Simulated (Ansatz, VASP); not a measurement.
**Sc: VASP beside Ansatz**

The input INCAR:

```
ALGO = Normal ; EDIFF = 1E-6
ENCUT = 520 ; GGA = PE
ISIF = 2 ; ISMEAR = -1
LASPH = T ; LCHARG = F
LREAL = F ; LWAVE = F
NBANDS = 18 ; NELM = 80
PREC = Accurate ; SIGMA = 0.1
```

File KPOINTS:

```
k-points
0
Gamma
  7 7 4
```

Contents of POSCAR:

```
Sc
1.0
    3.3193628924      0.0000000000      0.0000000000
   -1.6596814462      2.8746525892      0.0000000000
    0.0000000000      0.0000000000      5.1842605006
Sc
2
Direct
    0.3333333333      0.6666666667      0.2500000000
    0.6666666667      0.3333333333      0.7500000000
```

Input for Ansatz:

```yaml
crystal:
  lattice:
    - [3.3193628924, 0.0, 0.0]
    - [-1.6596814462, 2.8746525892, 0.0]
    - [0.0, 0.0, 5.1842605006]
  atoms:
    - { symbol: Sc, position: [0.3333333333, 0.6666666667, 0.25] }
    - { symbol: Sc, position: [0.6666666667, 0.3333333333, 0.75] }
hamiltonian:
  xc: pbe
  pseudopotentials:
    kind: paw
    azcp:
      Sc: "pseudopotentials/Sc.paw.azcp"
basis:
  ecutwfc: 420
  fft_grid_basis: typed
kpoints:
  mp_grid: { grid: [7, 7, 4], shift: [0, 0, 0] }
magnetization:
  spin_polarized: false
scf:
  occupations: { method: fermi_dirac, width: 0.1 }
  lower_state_search: "off"
output:
  stress: true
  write_density: true
  write_potential: true
  elf: true
  volumetric_format: npy
```

Alike in both runs: task single point; functional PBE; k mesh 7 × 7 × 4; occupations fermi-dirac, width 0.1 eV; no spin polarisation.

|  | VASP | Ansatz |
| --- | --- | --- |
| version | VASP 6.6.1 | Ansatz 0.2.0 |
| potentials or method | VASP PAW PBE potentials, release 64 (Sc_sv), cutoff 520 eV | plane waves (420 eV) with PAW, scalar-relativistic |
| valence electrons in the cell | 22 | 22 |

VASP gave:

```
pressure (GPa)                                                : -0.1
traceless stress, the component that is largest in VASP (GPa) : -0.11
```

Question: Estimate Ansatz's values.

Answer: Pressure (GPa): -0.1; traceless stress, the component that is largest in VASP (GPa): -0.12.
